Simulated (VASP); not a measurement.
# Ca3CrO: single point with HSE06

Crystal: Ca3CrO.

```xyz
5
Lattice="4.7393 0.0000 0.0000 0.0000 4.7393 0.0000 0.0000 0.0000 4.7393" Properties=species:S:1:pos:R:3 pbc="T T T"
Ca    0.0000    2.3696    2.3696
Ca    2.3696    0.0000    2.3696
Ca    2.3696    2.3696    0.0000
O     2.3696    2.3696    2.3696
Cr    0.0000    0.0000    0.0000
```

- Program: VASP 6.6.1
- Task: single point
- Functional: HSE06
- Potentials or basis: VASP PAW PBE potentials, release 64 (Ca_sv, O, Cr_pv)
- Cutoff: 520 eV
- k mesh: 2 × 2 × 2
- Occupations: gaussian, width 0.181 eV
- Spin: collinear spin, ferromagnetic start
- Starting moments: [0.0, 0.0, 0.0, 0.0, 4.45] μB
- Dipole correction: no
- Grid for exact exchange (PRECFOCK): Fast
- Further INCAR settings: ALGO = Normal; EDIFF = 1e-06; NBANDS = 36
- Share of exact exchange: 0.25
- Screening parameter: 0.2079 1/Å

The pressure is 6.6 GPa and the net moment is 5.00 μB per cell. The site moments are Ca +0.00; O +0.01; Cr +4.13 μB and the valence electrons inside the program's atomic spheres are Ca 8.16; O 5.06; Cr 10.60.

Levels at points of the mesh, in eV from the Fermi level:
Spin up:
```tsv
k point	band 22	band 23	band 24	band 25	band 26	band 27	band 28	band 29	band 30	band 31
(0.00, 0.00, 0.00)	-3.45	-2.95	-2.95	-2.95	1.41	1.41	1.62	1.62	1.62	2.15
(0.50, 0.00, 0.00)	-3.06	-2.86	-2.74	-2.74	-2.46	0.45	0.45	1.66	2.37	2.95
(0.50, 0.50, 0.00)	-2.82	-2.82	-2.66	-2.52	-1.84	-1.84	0.48	2.81	2.81	2.96
(0.50, 0.50, 0.50)	-3.09	-3.09	-2.59	-2.59	-0.77	-0.77	-0.77	2.28	2.28	2.28
```
Spin down:
```tsv
k point	band 18	band 19	band 20	band 21	band 22	band 23	band 24	band 25
(0.00, 0.00, 0.00)	-5.49	-5.49	-5.21	-0.81	-0.81	0.86	0.86	0.86
(0.50, 0.00, 0.00)	-5.62	-5.62	-3.33	-2.58	0.40	1.07	1.07	1.72
(0.50, 0.50, 0.00)	-6.73	-5.75	-2.22	-1.27	-1.27	0.99	1.22	1.97
(0.50, 0.50, 0.50)	-6.85	-6.85	-1.95	0.06	0.06	0.06	0.71	0.71
```

Run time: 6.7 min on 1 thread of Intel(R) Xeon(R) Platinum 8559C (Emerald Rapids), with other jobs on the host, peak memory 0.36 GiB.

Caveat: the k points lie up to 0.66 Å⁻¹ apart; the PAW data sets were made with another functional, which shifts forces and pressure a little; a cell with one magnetic atom can't hold antiferromagnetic order, which such compounds often take.
